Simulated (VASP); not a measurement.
# Ti (Fm-3m) in VASP: settings compared, part 2 of 2

VASP 6.6.1.

**6. Single point, PBEsol**

This run uses another cell than the first one, of 16.73 Å³/atom, 0.943 times its volume.

INCAR

```
SYSTEM = Ti
PREC = Accurate
ENCUT = 520
EDIFF = 1E-6
ISMEAR = -1
SIGMA = 0.025
LREAL = .False.
LASPH = .True.
NELM = 60
ALGO = Fast
ISIF = 2
LWAVE = .False.
LCHARG = .False.
GGA = PS
NBANDS = 12
```

KPOINTS

```
Automatic mesh
0
Gamma
  11 11 11
  0 0 0
```

POSCAR

```
Ti
1.0
    0.0000000000      2.0300000000      2.0300000000
    2.0300000000      0.0000000000      2.0300000000
    2.0300000000      2.0300000000      0.0000000000
Ti
1
Direct
    0.0000000000      0.0000000000      0.0000000000
```

Potentials or basis: VASP PAW PBE potentials, release 64 (Ti_sv).

The run is started by

```
$ cat potpaw_PBE.64/Ti_sv/POTCAR > POTCAR
$ mpirun -np 1 vasp_std > vasp.out
```

OUTCAR:

```text
SYSTEM = Ti
   PREC = Accurate
   ENCUT = 520
   EDIFF = 1E-6
   ISMEAR = -1
   LREAL = .False.
   LASPH = .True.
   NELM = 60
   ISIF = 2
   GGA = PS

 ion  position               nearest neighbor table
   1  0.000  0.000  0.000-

  LATTYP: Found a face centered cubic cell.
 ALAT       =     4.0600000000

  Lattice vectors:

 A1 = (   0.0000000000,   2.0300000000,   2.0300000000)
 A2 = (   2.0300000000,   0.0000000000,   2.0300000000)
 A3 = (   2.0300000000,   2.0300000000,   0.0000000000)

Analysis of symmetry for initial positions (statically):
=====================================================================
 Subroutine PRICEL returns:
 Original cell was already a primitive cell.

 Routine SETGRP: Setting up the symmetry group for a
 face centered cubic supercell.

 Subroutine GETGRP returns: Found 48 space group operations
 (whereof 48 operations were pure point group operations)
 out of a pool of 48 trial point group operations.

The static configuration has the point symmetry O_h .

Analysis of symmetry for dynamics (positions and initial velocities):
=====================================================================
 Subroutine PRICEL returns:
[... 161 lines left out ...]
 Fermi energy:         8.4930684743

 k-point     1 :       0.0000    0.0000    0.0000
  band No.  band energies     occupation
      1     -47.8991      2.00000
      2     -23.8073      2.00000
      3     -23.8073      2.00000
      4     -23.8073      2.00000
      5       2.3093      2.00000
      6       9.4086      0.00000
      7       9.4086      0.00000
      8       9.4086      0.00000
      9      11.1191      0.00000
     10      11.1191      0.00000
     11      23.9736      0.00000
     12      28.5834      0.00000
[... 331 lines left out ...]
 k-point    24 :      -0.1818    0.1818    0.0000
  band No.  band energies     occupation
      1     -47.8031      2.00000
      2     -24.2320      2.00000
      3     -23.9815      2.00000
      4     -23.8559      2.00000
      5       4.8486      2.00000
      6       8.3005      1.99910
      7       9.3147      0.00000
      8      10.3079      0.00000
      9      10.3410      0.00000
     10      12.1346      0.00000
     11      22.3144      0.00000
     12      22.8584      0.00000

 [... further k-points ...]
[... 5 lines left out ...]
  --------------------------------------------------------------------------------------
  -------------------------------------------------------------------------------------
  Total       -0.1126512     -0.1126512     -0.1126512     -0.0000000     -0.0000000     -0.0000000
  in kB      -10.7876860    -10.7876860    -10.7876860     -0.0000000     -0.0000000     -0.0000000
  external PRESSURE =     -10.7876860 kB  Pullay stress =       0.0000000 kB

 VOLUME and BASIS-vectors are now :
 -----------------------------------------------------------------------------
  energy-cutoff  :      520.00
  volume of cell :       16.73
      direct lattice vectors                 reciprocal lattice vectors
     0.000000000  2.030000000  2.030000000    -0.246305419  0.246305419  0.246305419
     2.030000000  0.000000000  2.030000000     0.246305419 -0.246305419  0.246305419
     2.030000000  2.030000000  0.000000000     0.246305419  0.246305419 -0.246305419

 POSITION                                       TOTAL-FORCE (eV/Angst)
 -----------------------------------------------------------------------------------
      0.00000      0.00000      0.00000        -0.000000      0.000000     -0.000000
 -----------------------------------------------------------------------------------
    total drift:                               -0.000000     -0.000000     -0.000000

  FREE ENERGIE OF THE ION-ELECTRON SYSTEM (eV)
  ---------------------------------------------------
  free  energy   TOTEN  =        -8.2896702106 eV

  energy  without entropy=       -8.2877893044  energy(sigma->0) =       -8.28872976
```

OSZICAR:

```text
N       E                     dE             d eps       ncg     rms          rms(c)
DAV:   1     0.873895093297E+02    0.87390E+02   -0.65354E+03  1348   0.121E+03
DAV:   2    -0.475622437418E+01   -0.92146E+02   -0.89642E+02  1360   0.296E+02
DAV:   3    -0.924742146545E+01   -0.44912E+01   -0.44391E+01  1792   0.666E+01
[... 12 lines left out ...]
RMM:  16    -0.828966312368E+01   -0.83224E-05   -0.76107E-05  1675   0.510E-02    0.102E-02
RMM:  17    -0.828966652348E+01   -0.33998E-05   -0.31235E-05  1623   0.424E-02    0.952E-04
RMM:  18    -0.828966855715E+01   -0.20337E-05   -0.21870E-05  1316   0.229E-02    0.283E-03
RMM:  19    -0.828966965139E+01   -0.10942E-05   -0.97280E-06  1230   0.161E-02    0.195E-03
RMM:  20    -0.828967021059E+01   -0.55919E-06   -0.54434E-06  1180   0.117E-02
   1 F= -.82896702E+01 E0= -.82887298E+01  d E =-.188091E-02
```

stdout:

```text
POSCAR found type information on POSCAR Ti
 POSCAR found :  1 types and       1 ions
 scaLAPACK will be used
 -----------------------------------------------------------------------------
|                                                                             |
|                                                                             |
|     You enforced a specific xc type in the INCAR file but a different       |
|     I HOPE YOU KNOW WHAT YOU ARE DOING!                                     |
|                                                                             |
 -----------------------------------------------------------------------------

 LDA part: xc-table for (Slater+PW92), standard interpolation
 POSCAR, INCAR and KPOINTS ok, starting setup
 FFT: planning ... GRIDC
 FFT: planning ... GRID_SOFT
 FFT: planning ... GRID
 WAVECAR not read
 entering main loop
WARNING in EDDRMM: call to ZHEGV failed, returncode =   8  4     10
WARNING in EDDRMM: call to ZHEGV failed, returncode =   6  3      6
```

Run time: 18 s. Hardware: 1 thread of AMD EPYC 7R13 (Zen 3), shared host; peak memory 0.11 GiB.

Results:

- Free energy: -8.2897 eV
- Pressure: -1.1 GPa
- Band gap on the k mesh: zero (band 6 reaches 9.41 eV, above the bottom of band 7 at 8.22 eV)

Caveat: the PAW data sets were made with another functional, which shifts forces and pressure a little.

**7. Summary**

| task | level | potentials or basis | cell | cutoff (eV) | smearing | gap on the mesh (eV) | pressure (GPa) | relaxed volume (Å³/atom) |
| --- | --- | --- | --- | --- | --- | --- | --- | --- |
| single point | revPBE | VASP PAW PBE potentials, release 64 (Ti_sv) | a = 2.928 Å, angles 60.0°, 1 atom | 520 | fermi-dirac 0.05 eV | none | -0.4 | - |
| single point | r2SCAN | VASP PAW PBE potentials, release 64 (Ti_sv) | a = 2.906 Å, angles 60.0°, 1 atom | 520 | fermi-dirac 0.05 eV | none | 0.4 | - |
| relaxation of cell and atoms | LDA | VASP PAW LDA potentials, release 64 (Ti_sv) | relaxed from a = 2.871 Å, angles 60.0°, 1 atom | 600 | fermi-dirac 0.05 eV | none | 0.0 | 15.97 |
| relaxation of cell and atoms | PBE | VASP PAW PBE potentials, release 64 (Ti_sv) | relaxed from a = 2.871 Å, angles 60.0°, 1 atom | 600 | fermi-dirac 0.05 eV | none | 0.0 | 17.32 |
| single point | PBEsol | VASP PAW PBE potentials, release 64 (Ti_sv) | a = 2.871 Å, angles 60.0°, 1 atom | 520 | fermi-dirac 0.025 eV | none | -1.1 | - |

Alike in all rows: no spin polarisation; k mesh 11 × 11 × 11.

Caveats: the PAW data sets were made with another functional, which shifts forces and pressure a little (some runs).

Absolute energies hang on the potentials; compare differences alone.
